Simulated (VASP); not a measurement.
The system is SbS.

```
Sb S
1.0
     2.49636   -6.57715    0.00000
     2.49636    6.57715    0.00000
     0.00000    0.00000    4.97150
Sb S
2 2
Direct
  0.35440 0.64560 0.75000
  0.64560 0.35440 0.25000
  0.07760 0.92240 0.75000
  0.92240 0.07760 0.25000
```

```yaml
Program: VASP 6.6.1
Task: relaxation of cell and atoms
Functional: PBE
Potentials_or_basis: VASP PAW PBE potentials, release 64 (Sb, S)
Cutoff: 600 eV
k_mesh: 4 × 4 × 4
Occupations: gaussian, width 0.1 eV
Spin: no spin polarisation
```

At the start: pressure -9.7 GPa; volume 40.81 Å³/atom.

Problem. Where does the relaxation end?

Solution. Over 37 steps the energy falls by 1464.2 meV/atom and the volume is 23.40 Å³/atom (-42.7 %); space group Cmcm (No. 63, to 0.05 Å).

The path:
| step | energy change (eV) | largest force (eV/Å) | pressure (GPa) | volume (Å³) |
| --- | --- | --- | --- | --- |
| 1 | 0.0000 | 1.0098 | -9.68 | 163.25 |
| 2 | -3.3429 | 1.3799 | -8.22 | 111.65 |
| 3 | -4.0541 | 1.3072 | -0.89 | 92.65 |
| 4 | -4.0665 | 1.2502 | 1.59 | 89.14 |
| 5 | -4.0683 | 1.2725 | 0.69 | 90.34 |
| 6 | -4.4010 | 0.7348 | 1.90 | 88.61 |
| 7 | -4.6025 | 0.4707 | 3.99 | 86.46 |
| 8 | -4.1333 | 0.5782 | 13.12 | 81.28 |
| 9 | -4.6215 | 0.3128 | 5.02 | 85.74 |
| 10 | -4.7606 | 0.6923 | -2.09 | 96.18 |
| 11 | -4.7726 | 0.6447 | -0.75 | 93.78 |
| 12 | -4.8659 | 0.7390 | -1.15 | 95.45 |
| 13 | -5.2177 | 0.9554 | -2.98 | 100.55 |
| 14 | -5.3946 | 0.3991 | -6.73 | 111.19 |
| 15 | -5.4482 | 0.5344 | -5.60 | 107.34 |
| 16 | -5.4842 | 0.4716 | -5.44 | 106.99 |
| 17 | -5.5749 | 0.3264 | -4.91 | 105.94 |
| 18 | -5.6583 | 0.2116 | -3.70 | 103.83 |
| 19 | -5.6982 | 0.1850 | -3.03 | 102.28 |
| 20 | -5.7621 | 0.2228 | -0.68 | 97.95 |
| 21 | -5.7651 | 0.2924 | 0.12 | 96.71 |
| 22 | -5.7651 | 0.2838 | 0.05 | 96.85 |
| 23 | -5.7681 | 0.2696 | 0.01 | 96.76 |
| 24 | -5.7752 | 0.2289 | -0.07 | 96.50 |
| 25 | -5.7810 | 0.1591 | -0.17 | 95.97 |
| 26 | -5.7857 | 0.1635 | -0.13 | 95.69 |
| 27 | -5.7993 | 0.1552 | 0.03 | 94.86 |
| 28 | -5.8130 | 0.0576 | 0.45 | 93.20 |
| 29 | -5.8143 | 0.0584 | 0.58 | 92.69 |
| 30 | -5.8142 | 0.0581 | 0.77 | 91.94 |
| 31 | -5.8197 | 0.0636 | 0.12 | 92.55 |
| 32 | -5.8206 | 0.0732 | -0.14 | 92.82 |
| 33 | -5.8377 | 0.0675 | -0.20 | 93.07 |
| 34 | -5.8526 | 0.0280 | -0.04 | 93.38 |
| 35 | -5.8533 | 0.0163 | 0.02 | 93.45 |
| 36 | -5.8534 | 0.0122 | 0.05 | 93.48 |
| 37 | -5.8569 | 0.0250 | 0.10 | 93.61 |

Final structure:
```yaml
crystal:
  lattice:
    - [1.86766, -6.39179, 0.00000]
    - [1.86766, 6.39179, 0.00000]
    - [0.00000, 0.00000, 3.92077]
  atoms:
    - { symbol: Sb, position: [0.39547, 0.60453, 0.75000] }
    - { symbol: Sb, position: [0.60453, 0.39547, 0.25000] }
    - { symbol: S, position: [0.14894, 0.85106, 0.75000] }
    - { symbol: S, position: [0.85106, 0.14894, 0.25000] }
```

Caveat: the volume moved by over 15 % at a fixed basis, so the end points are rough.
